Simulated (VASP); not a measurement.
Input of a VASP 6.6.1 run:

Contents of INCAR:

```
SYSTEM = FeS2
PREC = Accurate
ENCUT = 690
EDIFF = 1E-6
ISMEAR = 0
SIGMA = 0.01
LREAL = .False.
LASPH = .True.
NELM = 120
ALGO = Normal
ISIF = 2
LWAVE = .False.
LCHARG = .True.
GGA = PE
LELF = .True.
LVHAR = .True.
NBANDS = 37
GGA_COMPAT = .False.
```

File KPOINTS:

```
Automatic mesh
0
Gamma
  4 4 6
  0 0 0
```

POSCAR

```
FeS2
1.0
    4.4308093927      0.0000000000      0.0000000000
    0.0000000000      5.4005595620      0.0000000000
    0.0000000000      0.0000000000      3.3792367813
Fe S
2 4
Direct
    0.5000000000      0.5000000000      0.5000000000
    0.0000000000      0.0000000000      0.0000000000
    0.2990463069      0.8778422770      0.5000000000
    0.7009536931      0.1221577230      0.5000000000
    0.2009536931      0.3778422770      0.0000000000
    0.7990463069      0.6221577230      0.0000000000
```

Potentials or basis: VASP PAW PBE potentials, release 64 (Fe_sv, S).

The run is started by

```console
$ cat potpaw_PBE.64/Fe_sv/POTCAR potpaw_PBE.64/S/POTCAR > POTCAR
$ mpirun -np 1 vasp_std > vasp.out
```

(1) What does it give for the largest force?

(2) Predict the band gap on the k mesh.

Answers

(1) 0.303 eV/Å.

(2) 0.94 eV (least direct gap 1.20 eV).
